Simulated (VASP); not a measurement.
Set up this calculation in VASP 6.6.1, as the native input.

* Task: electric field gradients
* Functional: PBE
* Dispersion: D3(BJ)
* Potentials or basis: VASP PAW PBE potentials, release 64 (C)
* Cutoff: 520 eV
* k mesh: 10 × 10 × 3
* Occupations: fermi-dirac, width 0.1 eV
* Spin: no spin polarisation
* Dipole correction: no
* Further INCAR settings: ALGO = Normal; EDIFF = 1e-08; NBANDS = 26

The structure of C lies in POSCAR:

```
C
1.0
    2.5221000000      0.0000000000      0.0000000000
   -1.2610500000      2.1842000000      0.0000000000
    0.0000000000      0.0000000000      8.2371000000
C
8
Direct
    0.0000000000      0.0000000000      0.0937500000
    0.0000000000      0.0000000000      0.5937500000
    0.0000000000      0.0000000000      0.4062500000
    0.0000000000      0.0000000000      0.9062500000
    0.3333333333      0.6666666667      0.1562500000
    0.6666666667      0.3333333333      0.6562500000
    0.3333333333      0.6666666667      0.3437500000
    0.6666666667      0.3333333333      0.8437500000
```

One way to write it, as run:

INCAR

```
PREC = Accurate
ENCUT = 520
EDIFF = 1E-8
ISMEAR = -1
SIGMA = 0.1
LREAL = F
LASPH = T
NELM = 80
ALGO = Normal
ISIF = 2
LWAVE = F
LCHARG = F
GGA = PE
IVDW = 12
LEFG = T
NBANDS = 26
```

KPOINTS

```
Automatic mesh
0
Gamma
  10 10 3
```

Potentials or basis: VASP PAW PBE potentials, release 64 (C).

Launch:

```bash
$ cat potpaw_PBE.64/C/POTCAR > POTCAR
$ mpirun -np 1 vasp_std > vasp.out
```

Results of the run:

| Item | Value |
| --- | --- |
| Pressure | -2.5 GPa |
| Largest force | 0.327 eV/Å |
| Band gap on the k mesh | 4.42 eV, indirect (least direct gap 5.18 eV) |
| Dispersion energy per atom | -0.191 eV |

Caveat: three body term missing; without QUAD_EFG the Cq values of the log hold for a quadrupole moment of 1 mb, not for the nuclei.

Run time: 62 s on 1 thread of AMD EPYC 7R13, on a shared host, peak memory 0.16 GiB.
